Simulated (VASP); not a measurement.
Here is a VASP 6.6.1 calculation.

The input INCAR:

```
ALGO = Normal
EDIFF = 1E-7
ENCUT = 520
GGA = PS
ISIF = 2
ISMEAR = 0
LASPH = True
LCHARG = False
LREAL = False
LWAVE = False
NBANDS = 15
NELM = 100
PREC = Accurate
SIGMA = 0.15
```

KPOINTS

```
k-points
0
Gamma
  18 18 18
```

POSCAR

```
ZrC
1.0
    0.0000000000      2.2797037000      2.3149568500
    2.2797037000      0.0000000000      2.3149568500
    2.2797037000      2.2797037000      0.0000000000
Zr C
1 1
Direct
    0.5000000000      0.5000000000      0.5000000000
    0.0000000000      0.0000000000      0.0000000000
```

Potentials or basis: VASP PAW PBE potentials, release 64 (Zr_sv, C).

The run is started by

```sh
$ cat potpaw_PBE.64/Zr_sv/POTCAR potpaw_PBE.64/C/POTCAR > POTCAR
$ mpirun -np 1 vasp_std > vasp.out
```

Q: Estimate the band gap on the k mesh.

A: Zero (band 8 reaches 11.40 eV, above the bottom of band 9 at 9.99 eV).

Q: Predict the pressure.

A: 15.3 GPa.

Stress tensor (GPa, compression positive):
```
17.81  0.00  0.00
 0.00 17.81  0.00
 0.00  0.00 10.36
```

Caveat: the cell differs from its parent crystal (strain -0.030 along x and y, -0.015 along z); the PAW data sets were made with another functional, which shifts forces and pressure a little.
